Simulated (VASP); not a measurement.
# Ir in VASP: notebook, part 2 of 2

VASP 6.6.1.

## 3. Single point, LDA

This run uses another cell than the first one: it holds 6 atoms, not 4.

Input file INCAR:

```
SYSTEM = Ir
PREC     = Accurate       ! precision mode
ENCUT    = 400            ! plane-wave cutoff, eV
EDIFF    = 1E-6           ! SCF threshold, eV
ISMEAR   = 0              ! smearing method
SIGMA    = 0.1            ! smearing width, eV
LREAL    = .FALSE.        ! projectors in reciprocal space
LASPH    = .TRUE.         ! aspherical terms in the spheres
NELM     = 120            ! most SCF steps
ALGO     = Normal         ! electronic algorithm
ISIF     = 2              ! what is computed and relaxed
LWAVE    = .FALSE.        ! write WAVECAR
LCHARG   = .FALSE.        ! write CHGCAR
LDIPOL   = .TRUE.       
IDIPOL   = 3            
DIPOL    = 0.5 0.5 0.500
NBANDS   = 36             ! bands
GGA_COMPAT= .FALSE.      
NELMDL   = -8
```

Input file KPOINTS:

```
regular mesh
0
G
  15 15 1
  0 0 0
```

Input file POSCAR:

```
Ir
1.0
    2.6947084175      0.0000000000      0.0000000000
   -1.3473542087      2.3336859453      0.0000000000
    0.0000000000      0.0000000000     26.0011010473
Ir
6
Direct
    0.6666666667      0.3333333333      0.2884493232
    0.3333333333      0.6666666667      0.3730695939
    0.0000000000      0.0000000000      0.4576898646
    0.6666666667      0.3333333333      0.5423101354
    0.3333333333      0.6666666667      0.6269304061
    0.0000000000      0.0000000000      0.7115506768
```

Potentials or basis: VASP PAW LDA potentials, release 64 (Ir).

Launch:

```sh
cat potpaw_LDA.64/Ir/POTCAR > POTCAR
mpirun -np 1 vasp_std > vasp.out
```

OUTCAR:

```text
SYSTEM = Ir
   PREC = Accurate
   ENCUT = 400
   EDIFF = 1E-6
   ISMEAR = 0
   LREAL = .FALSE.
   LASPH = .TRUE.
   NELM = 120
   ISIF = 2
   NELMDL = -8

 ion  position               nearest neighbor table
   1  0.667  0.333  0.288-   2 2.69   2 2.69   2 2.69
   2  0.333  0.667  0.373-   1 2.69   3 2.69   1 2.69   3 2.69   3 2.69   1 2.69
   3  0.000  0.000  0.458-   2 2.69   2 2.69   2 2.69   4 2.69   4 2.69   4 2.69
   4  0.667  0.333  0.542-   5 2.69   5 2.69   5 2.69   3 2.69   3 2.69   3 2.69
   5  0.333  0.667  0.627-   4 2.69   6 2.69   4 2.69   6 2.69   6 2.69   4 2.69
   6  0.000  0.000  0.712-   5 2.69   5 2.69   5 2.69

  LATTYP: Found a hexagonal cell.
 ALAT       =     2.6947084175
 C/A-ratio  =     9.6489478707

  Lattice vectors:

 A1 = (   2.6947084175,   0.0000000000,   0.0000000000)
 A2 = (  -1.3473542087,   2.3336859453,   0.0000000000)
 A3 = (   0.0000000000,   0.0000000000,  26.0011010473)

Analysis of symmetry for initial positions (statically):
[... 194 lines left out ...]
  band No.  band energies     occupation
      1      -8.5150      2.00000
      2      -7.7029      2.00000
      3      -6.6457      2.00000
      4      -5.9074      2.00000
      5      -5.5056      2.00000
      6      -5.4670      2.00000
[... 925 lines left out ...]
     35       8.4020      0.00000
     36       8.8351      0.00000

 [... further k-points ...]

------------------------ aborting loop because EDIFF is reached ----------------------------------------

 vacuum level on the upper side and lower side of the slab       (xc-potential included)        -0.322        -0.322

  FORCE on cell =-STRESS in cart. coord.  units (eV):
  Direction    XX          YY          ZZ          XY          YZ          ZX
  --------------------------------------------------------------------------------------
  -------------------------------------------------------------------------------------
  Total       -3.9356935     -3.9356935     -1.7402128     -0.0000000     -0.0000000      0.0000000
  in kB      -38.5643421    -38.5643421    -17.0516739     -0.0000000     -0.0000000      0.0000000
  external PRESSURE =     -31.3934527 kB  Pullay stress =       0.0000000 kB

 VOLUME and BASIS-vectors are now :
 -----------------------------------------------------------------------------
  energy-cutoff  :      400.00
  volume of cell :      163.51
      direct lattice vectors                 reciprocal lattice vectors
     2.694708417  0.000000000  0.000000000     0.371097664  0.214253336  0.000000000
    -1.347354209  2.333685945  0.000000000     0.000000000  0.428506673  0.000000000
     0.000000000  0.000000000 26.001101047     0.000000000  0.000000000  0.038459910

 POSITION                                       TOTAL-FORCE (eV/Angst)
 -----------------------------------------------------------------------------------
      1.34735      0.77790      7.50000         0.000000     -0.000000      0.431506
     -0.00000      1.55579      9.70022         0.000000      0.000000     -0.380089
      0.00000      0.00000     11.90044         0.000000      0.000000     -0.227376
      1.34735      0.77790     14.10066        -0.000000      0.000000      0.227376
     -0.00000      1.55579     16.30088        -0.000000      0.000000      0.380089
      0.00000      0.00000     18.50110        -0.000000      0.000000     -0.431506
 -----------------------------------------------------------------------------------
    total drift:                               -0.000000      0.000000      0.000000

  FREE ENERGIE OF THE ION-ELECTRON SYSTEM (eV)
  ---------------------------------------------------
  free  energy   TOTEN  =       -59.7588629493 eV

  energy  without entropy=      -59.7319902923  energy(sigma->0) =      -59.74542662

 vacuum level on the upper side and lower side of the slab         8.058         8.058
```

OSZICAR:

```text
N       E                     dE             d eps       ncg     rms          rms(c)
DAV:   1     0.506674264711E+03    0.50667E+03   -0.20088E+04  1944   0.112E+03
[... 21 lines left out ...]
DAV:  23    -0.597589112630E+02    0.25733E-03   -0.32702E-04  2976   0.143E-01    0.729E-02
DAV:  24    -0.597588974475E+02    0.13816E-04   -0.28619E-05  2660   0.359E-02    0.664E-02
DAV:  25    -0.597588603901E+02    0.37057E-04   -0.61748E-05  2760   0.563E-02    0.364E-02
DAV:  26    -0.597588522811E+02    0.81090E-05   -0.31622E-05  2956   0.397E-02    0.380E-03
DAV:  27    -0.597588588585E+02   -0.65774E-05   -0.73959E-06  1640   0.191E-02    0.135E-02
DAV:  28    -0.597588622926E+02   -0.34341E-05   -0.66802E-06  1404   0.261E-02    0.389E-03
DAV:  29    -0.597588629493E+02   -0.65666E-06   -0.78201E-07  1148   0.769E-03
   1 F= -.59758863E+02 E0= -.59745427E+02  d E =-.268727E-01
```

Wall time 4.1 min (1 thread of Intel Xeon 6975P-C, shared host); peak memory 0.23 GiB.

What came out:

```
Free energy            : -59.7589 eV
Largest force          : 0.432 eV/Å
Band gap on the k mesh : zero (band 27 reaches 3.49 eV, above the bottom of band 28 at 1.30 eV)
```

Forces on the atoms (eV/Å):
```
Ir   0.000  0.000  0.432
Ir   0.000  0.000 -0.380
Ir   0.000  0.000 -0.227
Ir   0.000  0.000  0.227
Ir   0.000  0.000  0.380
Ir   0.000  0.000 -0.432
```

Caveat: spin-orbit coupling is left out, which moves the levels of the heavy elements.

## 4. Single point, LDA

This run uses another cell than the first one: it holds 6 atoms, not 4.

Input file INCAR:

```
PREC     = Accurate       # precision mode
ENCUT    = 400            # plane-wave cutoff, eV
EDIFF    = 1E-6           # SCF threshold, eV
ISMEAR   = 0              # smearing method
SIGMA    = 0.1            # smearing width, eV
LREAL    = F              # projectors in reciprocal space
LASPH    = T              # aspherical terms in the spheres
NELM     = 120            # most SCF steps
ALGO     = Normal         # electronic algorithm
ISIF     = 2              # what is computed and relaxed
LWAVE    = F              # write WAVECAR
LCHARG   = F              # write CHGCAR
LDIPOL   = T            
IDIPOL   = 3            
DIPOL    = 0.5 0.5 0.500
NBANDS   = 36             # bands
GGA_COMPAT= F            
NELMDL   = -8
```

Input file KPOINTS:

```
Automatic mesh
0
Gamma
  15 15 1
```

Input file POSCAR:

```
Ir
1.0
    2.6947084175      0.0000000000      0.0000000000
   -1.3473542087      2.3336859453      0.0000000000
    0.0000000000      0.0000000000     26.0011010473
Ir
6
Direct
    0.6666666667      0.3333333333      0.2904562645
    0.3333333333      0.6666666667      0.3732369124
    0.0000000000      0.0000000000      0.4574921910
    0.6666666667      0.3333333333      0.5425078173
    0.3333333333      0.6666666667      0.6267631098
    0.0000000000      0.0000000000      0.7095437049
```

Launch:

```sh
cat potpaw_LDA.64/Ir/POTCAR > POTCAR
mpirun -np 1 vasp_std > vasp.out
```

Wall time 4.2 min (1 thread of Intel Xeon 6975P-C, shared host); peak memory 0.23 GiB.

It converged, with:

```
Free energy            : -59.7754 eV
Largest force          : 0.121 eV/Å
Band gap on the k mesh : zero (band 27 reaches 3.50 eV, above the bottom of band 28 at 1.28 eV)
```

Forces in eV/Å, atoms in the order of the input:
```
Ir   0.000  0.000 -0.121
Ir   0.000  0.000  0.010
Ir   0.000  0.000  0.004
Ir   0.000  0.000 -0.004
Ir   0.000  0.000 -0.010
Ir   0.000  0.000  0.121
```

Levels at points of the mesh, in eV from the Fermi level:
```tsv
k point	band 22	band 23	band 24	band 25	band 26	band 27	band 28	band 29	band 30	band 31
(0.00, 0.00, 0.00)	-3.18	-2.38	-1.28	-1.28	-1.27	-1.27	-0.96	-0.96	-0.39	-0.28
```

Caveat: spin-orbit coupling is left out, which moves the levels of the heavy elements.
